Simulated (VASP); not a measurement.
# MgZn2O4 (Pbam) in VASP: single point with r2SCAN

Aim: the single point of MgZn2O4 with r2SCAN.

Program: VASP 6.6.1. These are calculated values, not measurements. Logs are shortened: lines on timing, memory, paths and dates and some standing lists are left out, and cuts for length are marked.

## 1. The cell of the first run

It takes space group Pbam (No. 55, orthorhombic). The conventional cell has a = 5.324 Å, b = 9.384 Å, c = 2.989 Å, α = 90.00°, β = 90.00°, γ = 90.00°. Within 3.0 Å of Zn (site symmetry m) lie 7 O at 2.18 to 2.76 Å and 4 Zn at 2.99 Å. Mg (site symmetry 2/m) has 6 O at 1.87 to 1.97 Å within 2.5 Å. Within 2.8 Å of O (site symmetry m) lie 2 Mg at 1.97 Å and 3 Zn at 2.18 to 2.76 Å and 5 O at 2.58 to 2.76 Å. Within 2.5 Å of O (site symmetry m) lie 1 Mg at 1.87 Å and 4 Zn at 2.21 to 2.23 Å.

## 2. Single point, r2SCAN

File POSCAR:

```
MgZn2O4
1.0
    5.3243330000      0.0000000000      0.0000000000
    0.0000000000      9.3838590000      0.0000000000
    0.0000000000      0.0000000000      2.9889930000
Zn Mg O
4 2 8
Direct
    0.0622000000      0.3222000000      0.5000000000
    0.9378000000      0.6778000000      0.5000000000
    0.5622000000      0.1778000000      0.5000000000
    0.4378000000      0.8222000000      0.5000000000
    0.0000000000      0.0000000000      0.0000000000
    0.5000000000      0.5000000000      0.0000000000
    0.2295000000      0.0433000000      0.5000000000
    0.7705000000      0.9567000000      0.5000000000
    0.7295000000      0.4567000000      0.5000000000
    0.2705000000      0.5433000000      0.5000000000
    0.3722000000      0.3141000000      0.0000000000
    0.6278000000      0.6859000000      0.0000000000
    0.8722000000      0.1859000000      0.0000000000
    0.1278000000      0.8141000000      0.0000000000
```

File INCAR.step1:

```
PREC     = Accurate       # precision mode
ENCUT    = 520            # plane-wave cutoff, eV
ISMEAR   = -1             # smearing method
SIGMA    = 0.1            # smearing width, eV
LREAL    = F              # projectors in reciprocal space
LASPH    = T              # aspherical terms in the spheres
NELM     = 80             # most SCF steps
NBANDS   = 63             # bands
GGA      = PE             # functional
ALGO     = Normal         # electronic algorithm
EDIFF    = 1E-4           # SCF threshold, eV
LWAVE    = T              # write WAVECAR
LCHARG   = F              # write CHGCAR
KPAR     = 4
```

File INCAR.step2:

```
PREC     = Accurate       # precision mode
ENCUT    = 520            # plane-wave cutoff, eV
EDIFF    = 1E-6           # SCF threshold, eV
ISMEAR   = -1             # smearing method
SIGMA    = 0.1            # smearing width, eV
LREAL    = F              # projectors in reciprocal space
LASPH    = T              # aspherical terms in the spheres
NELM     = 80             # most SCF steps
ALGO     = Normal         # electronic algorithm
ISIF     = 2              # what is computed and relaxed
LWAVE    = F              # write WAVECAR
LCHARG   = F              # write CHGCAR
METAGGA  = R2SCAN         # meta-GGA
LMIXTAU  = T            
NBANDS   = 63             # bands
ISTART   = 1            
KPAR     = 4
```

File KPOINTS:

```
regular mesh
0
Gamma
  6 4 10
```

Potentials or basis: VASP PAW PBE potentials, release 64 (Zn, Mg, O).

The run is started by

```
$ cat potpaw_PBE.64/Zn/POTCAR potpaw_PBE.64/Mg/POTCAR potpaw_PBE.64/O/POTCAR > POTCAR
$ cp INCAR.step1 INCAR
$ mpirun -np 4 vasp_std > vasp.out
$ cp INCAR.step2 INCAR
$ mpirun -np 4 vasp_std > vasp.out
```

OUTCAR:

```text
PREC = Accurate
   ENCUT = 520
   EDIFF = 1E-6
   ISMEAR = -1
   LREAL = F
   LASPH = T
   NELM = 80
   ISIF = 2
   METAGGA = R2SCAN
   ISTART = 1

 ion  position               nearest neighbor table
   1  0.062  0.322  0.500-   9 2.18  13 2.21  13 2.21  11 2.23  11 2.23  10 2.35   3 2.99   3 2.99
                             6 3.23   6 3.23
   2  0.938  0.678  0.500-  10 2.18  14 2.21  14 2.21  12 2.23  12 2.23   9 2.35   4 2.99   4 2.99
                             6 3.23   6 3.23
   3  0.562  0.178  0.500-   7 2.18  11 2.21  11 2.21  13 2.23  13 2.23   8 2.35   1 2.99   1 2.99
                             5 3.23   5 3.23
   4  0.438  0.822  0.500-   8 2.18  12 2.21  12 2.21  14 2.23  14 2.23   7 2.35   2 2.99   2 2.99
                             5 3.23   5 3.23
   5  0.000  0.000  0.000-  13 1.87  14 1.87   7 1.97   8 1.97   7 1.97   8 1.97   3 3.23   4 3.23
                             3 3.23   4 3.23
   6  0.500  0.500  0.000-  11 1.87  12 1.87   9 1.97  10 1.97   9 1.97  10 1.97   1 3.23   2 3.23
                             1 3.23   2 3.23
   7  0.230  0.043  0.500-   5 1.97   5 1.97   3 2.18   4 2.35
   8  0.770  0.957  0.500-   5 1.97   5 1.97   4 2.18   3 2.35
   9  0.730  0.457  0.500-   6 1.97   6 1.97   1 2.18   2 2.35
  10  0.270  0.543  0.500-   6 1.97   6 1.97   2 2.18   1 2.35
  11  0.372  0.314  0.000-   6 1.87   3 2.21   3 2.21   1 2.23   1 2.23
  12  0.628  0.686  0.000-   6 1.87   4 2.21   4 2.21   2 2.23   2 2.23
  13  0.872  0.186  0.000-   5 1.87   1 2.21   1 2.21   3 2.23   3 2.23
  14  0.128  0.814  0.000-   5 1.87   2 2.21   2 2.21   4 2.23   4 2.23

  LATTYP: Found a simple orthorhombic cell.
 ALAT       =     2.9889930000
 B/A-ratio  =     1.7813133052
 C/A-ratio  =     3.1394717217

  Lattice vectors:

 A1 = (   0.0000000000,   0.0000000000,   2.9889930000)
 A2 = (   5.3243330000,   0.0000000000,   0.0000000000)
 A3 = (   0.0000000000,   9.3838590000,   0.0000000000)

Analysis of symmetry for initial positions (statically):
=====================================================================
 Subroutine PRICEL returns:
 Original cell was already a primitive cell.

 Routine SETGRP: Setting up the symmetry group for a
 simple orthorhombic supercell.

 Subroutine GETGRP returns: Found  8 space group operations
 (whereof  4 operations were pure point group operations)
 out of a pool of  8 trial point group operations.

The static configuration has the point symmetry C_2h.
 The point group associated with its full space group is D_2h.

Analysis of symmetry for dynamics (positions and initial velocities):
=====================================================================
 Subroutine PRICEL returns:
 Original cell was already a primitive cell.

 Routine SETGRP: Setting up the symmetry group for a
 simple orthorhombic supercell.

 Subroutine GETGRP returns: Found  8 space group operations
 (whereof  4 operations were pure point group operations)
 out of a pool of  8 trial point group operations.

The dynamic configuration has the point symmetry C_2h.
 The point group associated with its full space group is D_2h.

 Subroutine INISYM returns: Found  8 space group operations
 (whereof  4 operations are pure point group operations),
 and found     1 'primitive' translations

----------------------------------------------------------------------------------------

                                     Primitive cell

  volume of cell :     149.3384

  direct lattice vectors                    reciprocal lattice vectors
     5.324333000  0.000000000  0.000000000     0.187816953  0.000000000  0.000000000
     0.000000000  9.383859000  0.000000000     0.000000000  0.106565966  0.000000000
     0.000000000  0.000000000  2.988993000     0.000000000  0.000000000  0.334560837

  length of vectors
     5.324333000  9.383859000  2.988993000     0.187816953  0.106565966  0.334560837

  position of ions in fractional coordinates (direct lattice)
     0.062200000  0.322200000  0.500000000
     0.937800000  0.677800000  0.500000000
     0.562200000  0.177800000  0.500000000
     0.437800000  0.822200000  0.500000000
[... 39 lines left out ...]
     0.031302825  0.000000000  0.000000000     0.166666667  0.000000000  0.000000000
     0.000000000  0.026641492  0.000000000     0.000000000  0.250000000  0.000000000
     0.000000000  0.000000000  0.033456084     0.000000000  0.000000000  0.100000000

  Length of vectors
     0.031302825  0.026641492  0.033456084

  Shift w.r.t. Gamma in fractional coordinates (k-lattice)
     0.000000000  0.000000000  0.000000000

 Subroutine IBZKPT returns following result:
 ===========================================

 Found     72 irreducible k-points:

 Following reciprocal coordinates:
            Coordinates               Weight
  0.000000  0.000000  0.000000      1.000000
  0.166667  0.000000  0.000000      2.000000
  0.333333  0.000000  0.000000      2.000000
  0.500000  0.000000  0.000000      1.000000
  0.000000  0.250000  0.000000      2.000000
  0.166667  0.250000  0.000000      4.000000
[... 16 lines left out ...]
  0.333333  0.500000  0.100000      4.000000
  0.500000  0.500000  0.100000      2.000000
 [... further k-points ...]
   k-points           NKPTS =     72   k-points in BZ     NKDIM =     72   number of bands    NBANDS=     63
   number of dos      NEDOS =    301   number of ions     NIONS =     14
   total plane-waves  NPLWV =  67200
   dimension x,y,z NGX =    40 NGY =   70 NGZ =   24
   dimension x,y,z NGXF=    80 NGYF=  140 NGZF=   48
   ions per type =               4   2   8
   NGX,Y,Z   is equivalent  to a cutoff of  12.49, 12.40, 13.35 a.u.
   NGXF,Y,Z  is equivalent  to a cutoff of  24.98, 24.80, 26.70 a.u.
 SYSTEM =  unknown system
   PREC   = accura    normal or accurate (medium, high low for compatibility)
   ISTART =      1    job   : 0-new  1-cont  2-samecut
   ICHARG =      0    charge: 1-file 2-atom 10-const
   ISPIN  =      1    spin polarized calculation?
   LNONCOLLINEAR =      F non collinear calculations
   LSORBIT =      F    spin-orbit coupling
   LASPH  =      T    aspherical Exc in radial PAW
   ENCUT  =  520.0 eV  38.22 Ry    6.18 a.u.   9.90 17.45  5.56*2*pi/ulx,y,z
   NELM   =     80;   NELMIN=  2; NELMDL=  0     # of ELM steps
   EDIFF  = 0.1E-05   stopping-criterion for ELM
   LREAL  =      F    real-space projection
   EDIFFG = 0.1E-04   stopping-criterion for IOM
   NSW    =      0    number of steps for IOM
   IBRION =     -1    ionic relax: 0-MD 1-quasi-New 2-CG
   NFREE  =      0    steps in history (QN), initial steepest desc. (CG)
   ISIF   =      2    stress and relaxation
   ISYM   =      2    0-nonsym 1-usesym 2-fastsym
   POTIM  = 0.5000    time-step for ionic-motion
   TEBEG  =    0.0;   TEEND  =   0.0 temperature during run
   PSTRESS=    0.0 pullay stress
   NELECT =     100.0000    total number of electrons
   NUPDOWN=      -1.0000    fix difference up-down
   EMIN   =  10.00;   EMAX   =-10.00  energy-range for DOS
   EFERMI =   0.00;   METHOD = LEGACY
   ISMEAR =    -1;   SIGMA  =   0.10  broadening in eV -4-tet -1-fermi 0-gaus
   EFERMI_NEDOS =   21; number of points for ismear=-14 and -15
   IALGO  =     38    algorithm
   IMIX   =      4    mixing-type and parameters
     AMIX     =   0.40;   BMIX     =  1.00
     AMIX_MAG =   1.60;   BMIX_MAG =  1.00
  volume/ion in A,a.u.               =      10.67        71.98
  Fermi-wavevector in a.u.,A,eV,Ry     =   1.432246  2.706553 27.910023  2.051329
  Thomas-Fermi vector in A             =   2.551894
   LORBIT       =      0    0 simple, 1 ext, 2 COOP (PROOUT), +10 PAW based schemes
   METAGGA = R2SCAN    functional components
   LHFCALC =     F    Hartree Fock is set to
   AEXX    =    0.0000 exact exchange contribution
   IVDW    =     0    specifies the selected vdW correction
   LEPSILON=     F    determine dielectric tensor
   LRPA    =     F    only Hartree local field effects (RPA)
 non-spin polarized calculation
  energy-cutoff  :      520.00
  volume of cell :      149.34
 maximum number of plane-waves:      4072
 NGX is ok and might be reduce to    40
   NGX = 19   NGY = 35   NGZ = 11

 number of electron     100.0000072 magnetization

 Free energy of the ion-electron system (eV)
  ---------------------------------------------------
  ext. energy  EPLUGINS =         0.00000000
  ---------------------------------------------------
  free energy    TOTEN  =      -108.61463527 eV

  energy without entropy =     -108.08301813  energy(sigma->0) =     -108.34882670

 E-fermi :   0.7567     XC(G=0): -11.7809

 val. band max:        0.7554537213   @ k =   0.1667   0.0000   0.5000
 cond. band min:       0.7570946672   @ k =   0.0000   0.2500   0.2000
 fundamental gap:      0.0016409459
 Fermi energy:         0.7567482570

 k-point     1 :       0.0000    0.0000    0.0000
  band No.  band energies     occupation
      1     -17.7979      2.00000
      2     -17.2342      2.00000
      3     -17.2128      2.00000
      4     -16.7170      2.00000
      5     -16.2776      2.00000
      6     -16.1766      2.00000
[... 1549 lines left out ...]
     61      14.1206      0.00000
     62      14.1208      0.00000

 [... further k-points ...]

 [bands above 62 left out]

------------------------ aborting loop because EDIFF is reached ----------------------------------------

  FORCE on cell =-STRESS in cart. coord.  units (eV):
  Direction    XX          YY          ZZ          XY          YZ          ZX
  --------------------------------------------------------------------------------------
  -------------------------------------------------------------------------------------
  Total      -12.6518150     -0.9768967     -0.5004641     -0.0000000      0.0000000      0.0000000
  in kB     -135.7349958    -10.4806358     -5.3692287     -0.0000000      0.0000000      0.0000000
  external PRESSURE =     -50.5282868 kB  Pullay stress =       0.0000000 kB

 VOLUME and BASIS-vectors are now :
 -----------------------------------------------------------------------------
  energy-cutoff  :      520.00
  volume of cell :      149.34
      direct lattice vectors                 reciprocal lattice vectors
     5.324333000  0.000000000  0.000000000     0.187816953  0.000000000  0.000000000
     0.000000000  9.383859000  0.000000000     0.000000000  0.106565966  0.000000000
     0.000000000  0.000000000  2.988993000     0.000000000  0.000000000  0.334560837

 POSITION                                       TOTAL-FORCE (eV/Angst)
 -----------------------------------------------------------------------------------
      0.33117      3.02348      1.49450        -0.196558      0.361047      0.000000
      4.99316      6.36038      1.49450         0.196558     -0.361047      0.000000
      2.99334      1.66845      1.49450        -0.196558     -0.361047      0.000000
      2.33099      7.71541      1.49450         0.196558      0.361047      0.000000
      0.00000      0.00000      0.00000         0.000000      0.000000      0.000000
      2.66217      4.69193      0.00000         0.000000      0.000000      0.000000
      1.22193      0.40632      1.49450         2.472499      0.431353      0.000000
      4.10240      8.97754      1.49450        -2.472499     -0.431353     -0.000000
      3.88410      4.28561      1.49450         2.472499     -0.431353      0.000000
      1.44023      5.09825      1.49450        -2.472499      0.431353     -0.000000
      1.98172      2.94747      0.00000        -1.127992     -2.549684     -0.000000
      3.34262      6.43639      0.00000         1.127992      2.549684      0.000000
      4.64388      1.74446      0.00000        -1.127992      2.549684     -0.000000
      0.68045      7.63940      0.00000         1.127992     -2.549684      0.000000
 -----------------------------------------------------------------------------------
    total drift:                                0.000000      0.000000      0.000000

  FREE ENERGIE OF THE ION-ELECTRON SYSTEM (eV)
  ---------------------------------------------------
  free  energy   TOTEN  =      -108.6146352670 eV

  energy  without entropy=     -108.0830181268  energy(sigma->0) =     -108.34882670
```

Run time: 9.5 min. Hardware: 4 MPI ranks of Intel Xeon Platinum 8259CL at 2.50GHz (Skylake/Cascade Lake), shared host; peak memory 0.63 GiB.

What came out:

| Quantity | Value |
| --- | --- |
| Free energy | -108.6146 eV |
| Pressure | -5.1 GPa |
| Largest force | 2.788 eV/Å |
| Band gap on the k mesh | zero (bands 50 and 51 overlap by 0.19 eV) |

Forces on the atoms (eV/Å):
```
Zn  -0.197  0.361  0.000
Zn   0.197 -0.361  0.000
Zn  -0.197 -0.361  0.000
Zn   0.197  0.361  0.000
Mg   0.000  0.000  0.000
Mg   0.000  0.000  0.000
O    2.472  0.431  0.000
O   -2.472 -0.431  0.000
O    2.472 -0.431  0.000
O   -2.472  0.431  0.000
O   -1.128 -2.550  0.000
O    1.128  2.550  0.000
O   -1.128  2.550  0.000
O    1.128 -2.550  0.000
```

Caveat: the stress differs along the axes, from -14 to -1 GPa; semilocal functionals underestimate gaps, and a narrow one can read as zero; the PAW data sets were made with another functional, which shifts forces and pressure a little.
